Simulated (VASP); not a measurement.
# Si16C15 (a cell with a defect) in VASP: relaxation of the atoms with PBE

Aim: the relaxation of the atoms of Si16C15 (a cell with a defect) with PBE.

All numbers are computed with VASP 6.6.1; they aren't measurements. Logs are shortened: lines on timing, memory, paths and dates and some standing lists are left out, and cuts for length are marked.

## 1. The cell of the first run

The cell holds a defect, 31 atoms: a = 7.586 Å, b = 7.586 Å, c = 7.586 Å, α = 109.47°, β = 109.47°, γ = 109.47°.

## 2. Relaxation of the atoms, PBE (atoms taken out)

File INCAR:

```
SYSTEM = Si16C15
PREC = Accurate
ENCUT = 520
EDIFF = 1E-7
ISMEAR = 0
SIGMA = 0.01
LREAL = Auto
LASPH = .True.
NELM = 100
ALGO = Normal
ISIF = 2
LWAVE = .False.
LCHARG = .False.
GGA = PE
IBRION = 2
NSW = 65
EDIFFG = -0.025
NELECT = 122.0
```

File KPOINTS:

```
Automatic mesh
0
Gamma
  2 2 2
  0.5 0.5 0.5
```

File POSCAR:

```
Si16C15
1.0
   -4.3797259407     -4.3797259407      4.3797259407
    4.3797259407     -4.3797259407     -4.3797259407
    4.3797259407      4.3797259407      4.3797259407
Si C
16 15
Direct
    0.2500000000      0.7584595882      0.2500000000
    0.0008443929      0.7502579028      0.5002579028
    0.5084595882      0.5000000000      0.2500000000
    0.2500000000      0.5000000000      0.5084595882
   -0.0002579028      0.5000000000      0.7505864901
    0.7494135099      0.7491556071      0.7494135099
    0.5002579028      0.7502579028      0.0008443929
   -0.0002579028      0.0005864901      0.2500000000
    0.7505864901      0.2497420972      0.2500000000
    0.5002579028      0.2508443929      0.5002579028
    0.2500000000      0.2497420972      0.7505864901
   -0.0084595882      0.2415404118     -0.0084595882
    0.7505864901      0.5000000000     -0.0002579028
    0.7494135099     -0.0005864901      0.4991556071
    0.4991556071     -0.0005864901      0.7494135099
    0.2500000000      0.0005864901     -0.0002579028
   -0.0006938754      0.5000000000      0.4987707353
    0.4987707353      0.2493061246      0.2500000000
    0.2500000000      0.2493061246      0.4987707353
    0.0012292647      0.2512292647      0.7505353893
    0.7500000000      0.5000000000      0.7500000000
    0.4987707353      0.5000000000     -0.0006938754
    0.9993061246      0.7487707353      0.2500000000
    0.7500000000      0.0000000000      0.2500000000
    0.5006938754     -0.0005353893      0.5006938754
    0.2500000000      0.0000000000      0.7500000000
    0.0012292647      0.0005353893      0.0012292647
    0.7505353893      0.2512292647      0.0012292647
    0.7494646107      0.7506938754      0.5006938754
    0.5006938754      0.7506938754      0.7494646107
    0.2500000000      0.7487707353     -0.0006938754
```

Potentials or basis: VASP PAW PBE potentials, release 64 (Si, C).

Command:

```bash
cat potpaw_PBE.64/Si/POTCAR potpaw_PBE.64/C/POTCAR > POTCAR
mpirun -np 1 vasp_std > vasp.out
```

OUTCAR:

```text
SYSTEM = Si16C15
   PREC = Accurate
   ENCUT = 520
   EDIFF = 1E-7
   ISMEAR = 0
   LREAL = Auto
   LASPH = .True.
   NELM = 100
   ISIF = 2
   GGA = PE
   IBRION = 2
   NSW = 65
   EDIFFG = -0.025
   NELECT = 122.0

 ion  position               nearest neighbor table
   1  0.250  0.758  0.250-  23 1.88  25 1.88  31 1.88   8 3.05  10 3.05  16 3.05  14 3.09  15 3.09
                             5 3.09   2 3.09   7 3.09  13 3.09
   2  0.001  0.750  0.500-  17 1.89  23 1.89  26 1.89  29 1.91   3 3.05  15 3.09  11 3.09  16 3.09
                             4 3.09   1 3.09  13 3.10   9 3.10   6 3.10   8 3.10   5 3.10  14 3.10
   3  0.508  0.500  0.250-  18 1.88  29 1.88  22 1.88   2 3.05   9 3.05  13 3.05   7 3.09   6 3.09
                            10 3.09  11 3.09  14 3.09  16 3.09
   4  0.250  0.500  0.508-  19 1.88  30 1.88  17 1.88   5 3.05   7 3.05  11 3.05   6 3.09   2 3.09
                             9 3.09  10 3.09  15 3.09   8 3.09
   5  1.000  0.500  0.751-  20 1.89  31 1.89  21 1.89  17 1.91   4 3.05  13 3.09  10 3.09   6 3.09
                            12 3.09   1 3.09   7 3.10  11 3.10  16 3.10   2 3.10   9 3.10  14 3.10
   6  0.749  0.749  0.749-  30 1.89  29 1.89  21 1.89  27 1.91  12 3.05  10 3.09   5 3.09  13 3.09
                             3 3.09   4 3.09  14 3.10  15 3.10   8 3.10   2 3.10   7 3.10  16 3.10
   7  0.500  0.750  0.001-  22 1.89  31 1.89  24 1.89  30 1.91   4 3.05  14 3.09   9 3.09   8 3.09
                             3 3.09   1 3.09  11 3.10   5 3.10  15 3.10  16 3.10  13 3.10   6 3.10
   8  1.000  0.001  0.250-  27 1.89  19 1.89  24 1.89  23 1.91   1 3.05   9 3.09   7 3.09  14 3.09
                            12 3.09   4 3.09  10 3.10  16 3.10  11 3.10   2 3.10   6 3.10  13 3.10
   9  0.751  0.250  0.250-  28 1.89  17 1.89  24 1.89  18 1.91   3 3.05   8 3.09   7 3.09  14 3.09
[... 16 lines left out ...]
  18  0.499  0.249  0.250-   3 1.88  10 1.89  16 1.89   9 1.91
  19  0.250  0.249  0.499-   4 1.88  10 1.89   8 1.89  11 1.91
  20  0.001  0.251  0.751-  12 1.88  11 1.89   5 1.89  14 1.91
  21  0.750  0.500  0.750-   5 1.89   6 1.89  10 1.89  13 1.89
  22  0.499  0.500  0.999-   3 1.88   7 1.89  11 1.89  13 1.91
  23  0.999  0.749  0.250-   1 1.88   2 1.89  13 1.89   8 1.91
  24  0.750  0.000  0.250-  14 1.89   8 1.89   9 1.89   7 1.89
  25  0.501  0.999  0.501-   1 1.88  14 1.89  15 1.89  10 1.91
  26  0.250  0.000  0.750-   2 1.89  11 1.89  15 1.89  16 1.89
  27  0.001  0.001  0.001-  12 1.88   8 1.89  16 1.89   6 1.91
  28  0.751  0.251  0.001-  12 1.88   9 1.89  13 1.89  15 1.91
  29  0.749  0.751  0.501-   3 1.88  14 1.89   6 1.89   2 1.91
  30  0.501  0.751  0.749-   4 1.88   6 1.89  15 1.89   7 1.91
  31  0.250  0.749  0.999-   1 1.88   5 1.89   7 1.89  16 1.91

  LATTYP: Found a body centered cubic cell.
 ALAT       =     8.7594518814

  Lattice vectors:

 A1 = (  -4.3797259407,  -4.3797259407,   4.3797259407)
 A2 = (   4.3797259407,  -4.3797259407,  -4.3797259407)
 A3 = (   4.3797259407,   4.3797259407,   4.3797259407)

Analysis of symmetry for initial positions (statically):
=====================================================================
 Subroutine PRICEL returns:
 Original cell was already a primitive cell.

 Routine SETGRP: Setting up the symmetry group for a
 body centered cubic supercell.

 Subroutine GETGRP returns: Found 24 space group operations
 (whereof  2 operations were pure point group operations)
 out of a pool of 48 trial point group operations.

The static configuration has the point symmetry C_1h.
 The point group associated with its full space group is T_d .

Analysis of symmetry for dynamics (positions and initial velocities):
=====================================================================
 Subroutine PRICEL returns:
 Original cell was already a primitive cell.

 Routine SETGRP: Setting up the symmetry group for a
 body centered cubic supercell.

 Subroutine GETGRP returns: Found 24 space group operations
 (whereof  2 operations were pure point group operations)
 out of a pool of 48 trial point group operations.

The dynamic configuration has the point symmetry C_1h.
 The point group associated with its full space group is T_d .

 Subroutine INISYM returns: Found 24 space group operations
 (whereof  2 operations are pure point group operations),
 and found     1 'primitive' translations

----------------------------------------------------------------------------------------

                                     Primitive cell

  volume of cell :     336.0476

  direct lattice vectors                    reciprocal lattice vectors
    -4.379725941 -4.379725941  4.379725941     0.000000000 -0.114162394  0.114162394
     4.379725941 -4.379725941 -4.379725941     0.114162394 -0.114162394  0.000000000
     4.379725941  4.379725941  4.379725941     0.114162394  0.000000000  0.114162394

[... 86 lines left out ...]
     0.080725003  0.080725003  0.080725003

  Shift w.r.t. Gamma in fractional coordinates (k-lattice)
     0.500000000  0.500000000  0.500000000

 Subroutine IBZKPT returns following result:
 ===========================================

 Found      2 irreducible k-points:

 Following reciprocal coordinates:
            Coordinates               Weight
  0.250000  0.250000  0.250000      2.000000
 -0.250000  0.250000  0.250000      6.000000
   k-points           NKPTS =      2   k-points in BZ     NKDIM =      2   number of bands    NBANDS=     77
   number of dos      NEDOS =    301   number of ions     NIONS =     31
   total plane-waves  NPLWV = 175616
   dimension x,y,z NGX =    56 NGY =   56 NGZ =   56
   dimension x,y,z NGXF=   112 NGYF=  112 NGZF=  112
   ions per type =              16  15
   NGX,Y,Z   is equivalent  to a cutoff of  12.27, 12.27, 12.27 a.u.
   NGXF,Y,Z  is equivalent  to a cutoff of  24.54, 24.54, 24.54 a.u.
 SYSTEM =  Si16C15
   PREC   = accura    normal or accurate (medium, high low for compatibility)
   ISTART =      0    job   : 0-new  1-cont  2-samecut
   ICHARG =      2    charge: 1-file 2-atom 10-const
   ISPIN  =      1    spin polarized calculation?
   LNONCOLLINEAR =      F non collinear calculations
   LSORBIT =      F    spin-orbit coupling
   LASPH  =      T    aspherical Exc in radial PAW
   ENCUT  =  520.0 eV  38.22 Ry    6.18 a.u.  14.10 14.10 14.10*2*pi/ulx,y,z
   NELM   =    100;   NELMIN=  2; NELMDL= -5     # of ELM steps
   EDIFF  = 0.1E-06   stopping-criterion for ELM
   LREAL  =      T    real-space projection
   EDIFFG = -.3E-01   stopping-criterion for IOM
   NSW    =     65    number of steps for IOM
   IBRION =      2    ionic relax: 0-MD 1-quasi-New 2-CG
   NFREE  =      1    steps in history (QN), initial steepest desc. (CG)
   ISIF   =      2    stress and relaxation
   ISYM   =      2    0-nonsym 1-usesym 2-fastsym
   POTIM  = 0.5000    time-step for ionic-motion
   TEBEG  =    0.0;   TEEND  =   0.0 temperature during run
   PSTRESS=    0.0 pullay stress
   NELECT =     122.0000    total number of electrons
   NUPDOWN=      -1.0000    fix difference up-down
   EMIN   =  10.00;   EMAX   =-10.00  energy-range for DOS
   EFERMI =   0.00;   METHOD = LEGACY
   ISMEAR =     0;   SIGMA  =   0.01  broadening in eV -4-tet -1-fermi 0-gaus
   EFERMI_NEDOS =   21; number of points for ismear=-14 and -15
   IALGO  =     38    algorithm
   IMIX   =      4    mixing-type and parameters
     AMIX     =   0.40;   BMIX     =  1.00
     AMIX_MAG =   1.60;   BMIX_MAG =  1.00
  volume/ion in A,a.u.               =      10.84        73.15
  Fermi-wavevector in a.u.,A,eV,Ry     =   1.167870  2.206954 18.557263  1.363920
  Thomas-Fermi vector in A             =   2.304364
   LORBIT       =      0    0 simple, 1 ext, 2 COOP (PROOUT), +10 PAW based schemes
   GGA     = PE    functional components
   LHFCALC =     F    Hartree Fock is set to
   AEXX    =    0.0000 exact exchange contribution
   IVDW    =     0    specifies the selected vdW correction
   LEPSILON=     F    determine dielectric tensor
   LRPA    =     F    only Hartree local field effects (RPA)
 conjugate gradient relaxation of ions
 non-spin polarized calculation
 Gauss-broadening in eV      SIGMA  =   0.01
  energy-cutoff  :      520.00
  volume of cell :      336.05
 maximum number of plane-waves:      9092
   NGX = 29   NGY = 29   NGZ = 29

--------------------------------------- Ionic step        1  -------------------------------------------

 number of electron     121.9999991 magnetization

 Free energy of the ion-electron system (eV)
  ---------------------------------------------------
  ext. energy  EPLUGINS =         0.00000000
  ---------------------------------------------------
  free energy    TOTEN  =      -246.02786891 eV

  energy without entropy =     -246.02786891  energy(sigma->0) =     -246.02786891

------------------------ aborting loop because EDIFF is reached ----------------------------------------

  FORCE on cell =-STRESS in cart. coord.  units (eV):
  Direction    XX          YY          ZZ          XY          YZ          ZX
  --------------------------------------------------------------------------------------
  -------------------------------------------------------------------------------------
  Total      -24.6641671    -24.6641671    -24.6641671     -0.0000000     -0.0000000      0.0000000
  in kB     -117.5915833   -117.5915833   -117.5915833     -0.0000000     -0.0000000      0.0000000
  external PRESSURE =    -117.5915833 kB  Pullay stress =       0.0000000 kB
[... 312 lines left out ...]
--------------------------------------- Ionic step        6  -------------------------------------------

 number of electron     121.9999993 magnetization

 Free energy of the ion-electron system (eV)
  ---------------------------------------------------
  ext. energy  EPLUGINS =         0.00000000
  ---------------------------------------------------
  free energy    TOTEN  =      -246.13147096 eV

  energy without entropy =     -246.13147096  energy(sigma->0) =     -246.13147096

 E-fermi :   7.3489     XC(G=0): -11.1098

 val. band max:        7.2434330946   @ k =  -0.2500   0.2500   0.2500
 cond. band min:       9.5530622600   @ k =  -0.2500   0.2500   0.2500
 fundamental gap:      2.3096291654
 Fermi energy:         7.3488898235

 k-point     1 :       0.2500    0.2500    0.2500
  band No.  band energies     occupation
      1      -6.3508      2.00000
      2      -6.3508      2.00000
      3      -6.3508      2.00000
      4      -6.0015      2.00000
      5      -3.7138      2.00000
      6      -3.7138      2.00000
[... 65 lines left out ...]
     72      11.9241      0.00000
     73      11.9241      0.00000

 k-point     2 :      -0.2500    0.2500    0.2500
  band No.  band energies     occupation
      1      -7.0414      2.00000
      2      -5.6306      2.00000
      3      -5.6306      2.00000
      4      -5.5500      2.00000
      5      -5.2503      2.00000
      6      -4.4075      2.00000
[... 65 lines left out ...]
     72      13.0802      0.00000
     73      13.2515      0.00000
 [bands above 73 left out]

------------------------ aborting loop because EDIFF is reached ----------------------------------------

  FORCE on cell =-STRESS in cart. coord.  units (eV):
  Direction    XX          YY          ZZ          XY          YZ          ZX
  --------------------------------------------------------------------------------------
  -------------------------------------------------------------------------------------
  Total      -23.1276291    -23.1276291    -23.1276291     -0.0000000      0.0000000      0.0000000
  in kB     -110.2658166   -110.2658166   -110.2658166     -0.0000000      0.0000000      0.0000000
  external PRESSURE =    -110.2658166 kB  Pullay stress =       0.0000000 kB
[... 46 lines left out ...]
  FREE ENERGIE OF THE ION-ELECTRON SYSTEM (eV)
  ---------------------------------------------------
  free  energy   TOTEN  =      -246.1314709607 eV

  energy  without entropy=     -246.1314709607  energy(sigma->0) =     -246.13147096

 reached required accuracy - stopping structural energy minimisation
```

Wall time 8.6 min (1 thread of Intel Xeon 8259CL, shared host); peak memory 0.46 GiB.

What came out:

```
Free energy                  : -246.1315 eV
Energy gained by relaxing    : 3.3 meV/atom
Ionic steps                  : 6
Largest force after relaxing : 0.024 eV/Å
```

Forces on the atoms (eV/Å):
```
Si   0.004 -0.004 -0.004
Si  -0.018  0.007 -0.007
Si  -0.004 -0.004  0.004
Si   0.004  0.004  0.004
Si  -0.007 -0.007  0.018
Si   0.007 -0.007 -0.018
Si  -0.007  0.018 -0.007
Si  -0.007 -0.018  0.007
Si   0.007 -0.018 -0.007
Si  -0.007  0.007 -0.018
Si   0.018 -0.007 -0.007
Si  -0.004  0.004 -0.004
Si   0.007  0.007  0.018
Si   0.007  0.018  0.007
Si  -0.018 -0.007  0.007
Si   0.018  0.007  0.007
C   -0.003 -0.003  0.024
C    0.003 -0.024 -0.003
C    0.024 -0.003 -0.003
C    0.003  0.024  0.003
C    0.000  0.000  0.000
C    0.003  0.003  0.024
C   -0.003 -0.024  0.003
C    0.000  0.000  0.000
C   -0.003  0.003 -0.024
C    0.000  0.000  0.000
C    0.003 -0.003 -0.024
C   -0.024 -0.003  0.003
C   -0.024  0.003 -0.003
C   -0.003  0.024 -0.003
C    0.024  0.003  0.003
```

The path:
```tsv
step	energy change (eV)	largest force (eV/Å)	pressure (GPa)
1	0.0000	0.7921	-11.76
2	-0.0788	0.2608	-11.26
3	-0.0828	0.2202	-11.35
4	-0.0986	0.0778	-11.17
5	-0.0998	0.0911	-11.11
6	-0.1036	0.0245	-11.03
```

Final structure:
```
CELL_PARAMETERS angstrom
-4.37973 -4.37973 4.37973
4.37973 -4.37973 -4.37973
4.37973 4.37973 4.37973
ATOMIC_POSITIONS crystal
Si 0.25000 0.76613 0.25000
Si 0.00135 0.75078 0.50078
Si 0.51613 0.50000 0.25000
Si 0.25000 0.50000 0.51613
Si 0.99922 0.50000 0.75057
Si 0.74943 0.74865 0.74943
Si 0.50078 0.75078 0.00135
Si 0.99922 0.00057 0.25000
Si 0.75057 0.24922 0.25000
Si 0.50078 0.25135 0.50078
Si 0.25000 0.24922 0.75057
Si 0.98387 0.23387 0.98387
Si 0.75057 0.50000 0.99922
Si 0.74943 0.99943 0.49865
Si 0.49865 0.99943 0.74943
Si 0.25000 0.00057 0.99922
C 0.99907 0.50000 0.49790
C 0.49790 0.24907 0.25000
C 0.25000 0.24907 0.49790
C 0.00210 0.25210 0.75117
C 0.75000 0.50000 0.75000
C 0.49790 0.50000 0.99907
C 0.99907 0.74790 0.25000
C 0.75000 0.00000 0.25000
C 0.50093 0.99883 0.50093
C 0.25000 0.00000 0.75000
C 0.00210 0.00117 0.00210
C 0.75117 0.25210 0.00210
C 0.74883 0.75093 0.50093
C 0.50093 0.75093 0.74883
C 0.25000 0.74790 0.99907
```

Caveat: the cell carries a net charge on a neutralising background, which shifts energy and pressure; the cell differs from its parent crystal (atoms taken out); the cell is charged against a uniform background, so pressure and absolute levels hang on convention.
